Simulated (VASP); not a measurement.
# Ga (I4/mmm) in VASP: further runs

Runs on Ga. Level: r2SCAN. Tasks: single point.

Everything below comes from runs of VASP 6.6.1. Logs are shortened: lines on timing, memory, paths and dates and some standing lists are left out, and cuts for length are marked.

**1. The cell of the first run**

It takes space group I4/mmm (No. 139, tetragonal). The conventional cell has a = 2.766 Å, b = 2.766 Å, c = 4.592 Å, α = 90.00°, β = 90.00°, γ = 90.00°. Ga (site symmetry 4/mmm) has 12 Ga at 2.77 to 3.02 Å within 3.6 Å.

**2. Single point, r2SCAN (strain -0.015 along x and y, +0.030 along z)**

The input, POSCAR:

```
Ga
1.0
   -1.3829400000      1.3829400000      2.2958700000
    1.3829400000     -1.3829400000      2.2958700000
    1.3829400000      1.3829400000     -2.2958700000
Ga
1
Direct
    0.0000000000      0.0000000000      0.0000000000
```

The input, INCAR.step1:

```
ALGO = Normal
EDIFF = 1E-4
ENCUT = 520
GGA = PE
ISMEAR = 0
LASPH = T
LCHARG = F
LREAL = F
LWAVE = T
NBANDS = 12
NELM = 60
PREC = Accurate
SIGMA = 0.15
```

The input, INCAR.step2:

```
ALGO = Normal
EDIFF = 1E-6
ENCUT = 520
ISIF = 2
ISMEAR = 0
ISTART = 1
LASPH = T
LCHARG = T
LELF = T
LMIXTAU = T
LREAL = F
LVHAR = T
LWAVE = F
METAGGA = R2SCAN
NBANDS = 12
NELM = 60
PREC = Accurate
SIGMA = 0.15
```

The input, KPOINTS:

```
k-points
0
Gamma
  24 24 24
```

Potentials or basis: VASP PAW PBE potentials, release 64 (Ga_d).

Command:

```bash
> cat potpaw_PBE.64/Ga_d/POTCAR > POTCAR
> cp INCAR.step1 INCAR
> mpirun -np 1 vasp_std > vasp.out
> cp INCAR.step2 INCAR
> mpirun -np 1 vasp_std > vasp.out
```

OUTCAR:

```text
EDIFF = 1E-6
   ENCUT = 520
   ISIF = 2
   ISMEAR = 0
   ISTART = 1
   LASPH = T
   LREAL = F
   METAGGA = R2SCAN
   NELM = 60
   PREC = Accurate

 ion  position               nearest neighbor table
   1  0.000  0.000  0.000-

  LATTYP: Found a body centered tetragonal cell.
 ALAT       =     2.7658800000
 C/A-ratio  =     1.6601370992

  Lattice vectors:

 A1 = (  -1.3829400000,   1.3829400000,   2.2958700000)
 A2 = (   1.3829400000,  -1.3829400000,   2.2958700000)
 A3 = (   1.3829400000,   1.3829400000,  -2.2958700000)

Analysis of symmetry for initial positions (statically):
=====================================================================
 Subroutine PRICEL returns:
 Original cell was already a primitive cell.

 Routine SETGRP: Setting up the symmetry group for a
 body centered tetragonal supercell.

 Subroutine GETGRP returns: Found 16 space group operations
 (whereof 16 operations were pure point group operations)
 out of a pool of 16 trial point group operations.

The static configuration has the point symmetry D_4h.

Analysis of symmetry for dynamics (positions and initial velocities):
=====================================================================
 Subroutine PRICEL returns:
 Original cell was already a primitive cell.

 Routine SETGRP: Setting up the symmetry group for a
 body centered tetragonal supercell.

 Subroutine GETGRP returns: Found 16 space group operations
 (whereof 16 operations were pure point group operations)
 out of a pool of 16 trial point group operations.

The dynamic configuration has the point symmetry D_4h.

 Subroutine INISYM returns: Found 16 space group operations
 (whereof 16 operations are pure point group operations),
 and found     1 'primitive' translations

----------------------------------------------------------------------------------------

                                     Primitive cell

  volume of cell :      17.5636

  direct lattice vectors                    reciprocal lattice vectors
    -1.382940000  1.382940000  2.295870000     0.000000000  0.361548585  0.217782366
     1.382940000 -1.382940000  2.295870000     0.361548585  0.000000000  0.217782366
     1.382940000  1.382940000 -2.295870000     0.361548585  0.361548585  0.000000000

  length of vectors
[... 85 lines left out ...]
   NFREE  =      0    steps in history (QN), initial steepest desc. (CG)
   ISIF   =      2    stress and relaxation
   ISYM   =      2    0-nonsym 1-usesym 2-fastsym
   POTIM  = 0.5000    time-step for ionic-motion
   TEBEG  =    0.0;   TEEND  =   0.0 temperature during run
   PSTRESS=    0.0 pullay stress
   NELECT =      13.0000    total number of electrons
   NUPDOWN=      -1.0000    fix difference up-down
   EMIN   =  10.00;   EMAX   =-10.00  energy-range for DOS
   EFERMI =   0.00;   METHOD = LEGACY
   ISMEAR =     0;   SIGMA  =   0.15  broadening in eV -4-tet -1-fermi 0-gaus
   EFERMI_NEDOS =   21; number of points for ismear=-14 and -15
   IALGO  =     38    algorithm
   IMIX   =      4    mixing-type and parameters
     AMIX     =   0.40;   BMIX     =  1.00
     AMIX_MAG =   1.60;   BMIX_MAG =  1.00
  volume/ion in A,a.u.               =      17.56       118.53
  Fermi-wavevector in a.u.,A,eV,Ry     =   1.480873  2.798445 29.837390  2.192986
  Thomas-Fermi vector in A             =   2.594854
   LORBIT       =      0    0 simple, 1 ext, 2 COOP (PROOUT), +10 PAW based schemes
   METAGGA = R2SCAN    functional components
   LHFCALC =     F    Hartree Fock is set to
   AEXX    =    0.0000 exact exchange contribution
   IVDW    =     0    specifies the selected vdW correction
   LEPSILON=     F    determine dielectric tensor
   LRPA    =     F    only Hartree local field effects (RPA)
 non-spin polarized calculation
 Gauss-broadening in eV      SIGMA  =   0.15
  energy-cutoff  :      520.00
  volume of cell :       17.56
 maximum number of plane-waves:       489
   NGX = 11   NGY = 11   NGZ = 11

 number of electron      12.9999997 magnetization

 Free energy of the ion-electron system (eV)
  ---------------------------------------------------
  ext. energy  EPLUGINS =         0.00000000
  ---------------------------------------------------
  free energy    TOTEN  =       -11.30941553 eV

  energy without entropy =      -11.30513922  energy(sigma->0) =      -11.30727738

 E-fermi :   6.1350     XC(G=0): -12.5919

 val. band max:        6.1334122754   @ k =   0.3333   0.1250   0.0000
 cond. band min:       6.1357599082   @ k =  -0.4167   0.4167   0.2083
 fundamental gap:      0.0023476327
 Fermi energy:         6.1350108538

 k-point     1 :       0.0000    0.0000    0.0000
  band No.  band energies     occupation
      1      -9.5239      2.00000
      2      -9.3578      2.00000
      3      -9.3256      2.00000
      4      -9.3256      2.00000
      5      -9.1487      2.00000
      6      -6.0930      2.00000
      7      19.8066      0.00000
      8      19.9907      0.00000
      9      19.9907      0.00000
     10      23.2322      0.00000
     11      23.5670      0.00000
     12      24.3466      0.00000
[... 331 lines left out ...]
 k-point    24 :       0.4583    0.0417    0.0000
  band No.  band energies     occupation
      1      -9.5059      2.00000
      2      -9.4688      2.00000
      3      -9.3097      2.00000
      4      -9.1486      2.00000
      5      -9.0967      2.00000
      6       0.4302      2.00000
      7       2.3228      2.00000
      8      14.5422      0.00000
      9      18.6226      0.00000
     10      19.1747      0.00000
     11      22.2082      0.00000
     12      24.8160      0.00000

 [... further k-points ...]

------------------------ aborting loop because EDIFF is reached ----------------------------------------

  FORCE on cell =-STRESS in cart. coord.  units (eV):
  Direction    XX          YY          ZZ          XY          YZ          ZX
  --------------------------------------------------------------------------------------
  -------------------------------------------------------------------------------------
  Total        0.1514902      0.1514902      0.0668339      0.0000000      0.0000000      0.0000000
  in kB       13.8191423     13.8191423      6.0966783      0.0000000      0.0000000      0.0000000
  external PRESSURE =      11.2449876 kB  Pullay stress =       0.0000000 kB

 VOLUME and BASIS-vectors are now :
 -----------------------------------------------------------------------------
  energy-cutoff  :      520.00
  volume of cell :       17.56
      direct lattice vectors                 reciprocal lattice vectors
    -1.382940000  1.382940000  2.295870000     0.000000000  0.361548585  0.217782366
     1.382940000 -1.382940000  2.295870000     0.361548585  0.000000000  0.217782366
     1.382940000  1.382940000 -2.295870000     0.361548585  0.361548585  0.000000000

 POSITION                                       TOTAL-FORCE (eV/Angst)
 -----------------------------------------------------------------------------------
      0.00000      0.00000      0.00000        -0.000000      0.000000      0.000000
 -----------------------------------------------------------------------------------
    total drift:                               -0.000000      0.000000     -0.000000

  FREE ENERGIE OF THE ION-ELECTRON SYSTEM (eV)
  ---------------------------------------------------
  free  energy   TOTEN  =       -11.3094155328 eV

  energy  without entropy=      -11.3051392174  energy(sigma->0) =      -11.30727738
```

OUTCAR.step1:

```text
EDIFF = 1E-4
   ENCUT = 520
   GGA = PE
   ISMEAR = 0
   LASPH = T
[... 576 lines left out ...]

 POSITION                                       TOTAL-FORCE (eV/Angst)
 -----------------------------------------------------------------------------------
      0.00000      0.00000      0.00000         0.000000      0.000000     -0.000000
 -----------------------------------------------------------------------------------
    total drift:                                0.000000      0.000000     -0.000000

  FREE ENERGIE OF THE ION-ELECTRON SYSTEM (eV)
  ---------------------------------------------------
  free  energy   TOTEN  =        -2.8703345252 eV

  energy  without entropy=       -2.8660478724  energy(sigma->0) =       -2.86819120
```

Run time: 12 min. Hardware: 1 thread of Intel Xeon Platinum 8259CL at 2.50GHz (Skylake/Cascade Lake), shared host; peak memory 0.33 GiB.

Results:

| Property | Result |
| --- | --- |
| Free energy | -11.3094 eV |
| Pressure | 1.1 GPa |

Caveat: the cell differs from its parent crystal (strain -0.015 along x and y, +0.030 along z); the PAW data sets were made with another functional, which shifts forces and pressure a little.

**3. Single point, r2SCAN (strain +0.000 along x and y, +0.030 along z)**

The input, POSCAR:

```
Ga
1.0
   -1.4040000000      1.4040000000      2.2958700000
    1.4040000000     -1.4040000000      2.2958700000
    1.4040000000      1.4040000000     -2.2958700000
Ga
1
Direct
    0.0000000000      0.0000000000      0.0000000000
```

The input, INCAR.step1:

```
SYSTEM = Ga
PREC = Accurate ; ENCUT = 520
ISMEAR = 0 ; SIGMA = 0.15
LREAL = .False. ; LASPH = .True.
NELM = 100 ; NBANDS = 12
GGA = PE ; ALGO = Normal
EDIFF = 1E-4 ; LWAVE = .True.
LCHARG = .False.
```

The input, INCAR.step2:

```
SYSTEM = Ga
PREC = Accurate ; ENCUT = 520
EDIFF = 1E-7 ; ISMEAR = 0
SIGMA = 0.15 ; LREAL = .False.
LASPH = .True. ; NELM = 100
ALGO = Normal ; ISIF = 2
LWAVE = .False. ; LCHARG = .False.
METAGGA = R2SCAN ; LMIXTAU = .True.
NBANDS = 12 ; ISTART = 1
```

The input, KPOINTS:

```
regular mesh
0
Gamma
  24 24 24
  0 0 0
```

Potentials or basis: VASP PAW PBE potentials, release 64 (Ga_d).

Command:

```bash
> cat potpaw_PBE.64/Ga_d/POTCAR > POTCAR
> cp INCAR.step1 INCAR
> mpirun -np 1 vasp_std > vasp.out
> cp INCAR.step2 INCAR
> mpirun -np 1 vasp_std > vasp.out
```

Run time: 10 min. Hardware: 1 thread of Intel Xeon Platinum 8259CL at 2.50GHz (Skylake/Cascade Lake), shared host; peak memory 0.33 GiB.

Results (log left out):

```yaml
Free_energy: -11.3103 eV
Pressure: -0.8 GPa
```

Levels at points of the mesh, in eV from the Fermi level:
| k point | band 4 | band 5 | band 6 | band 7 | band 8 | band 9 |
| --- | --- | --- | --- | --- | --- | --- |
| (0.00, 0.00, 0.00) | -15.44 | -15.28 | -11.98 | 13.38 | 13.47 | 13.47 |
| (0.50, 0.00, 0.00) | -15.26 | -15.22 | -5.11 | -4.40 | 8.57 | 12.71 |
| (0.50, 0.50, 0.00) | -15.26 | -15.13 | -2.27 | -1.04 | 4.00 | 5.33 |
| (0.50, 0.50, 0.50) | -15.23 | -15.22 | -4.34 | -4.01 | 7.18 | 7.18 |

Caveat: the cell differs from its parent crystal (strain +0.000 along x and y, +0.030 along z); the PAW data sets were made with another functional, which shifts forces and pressure a little.
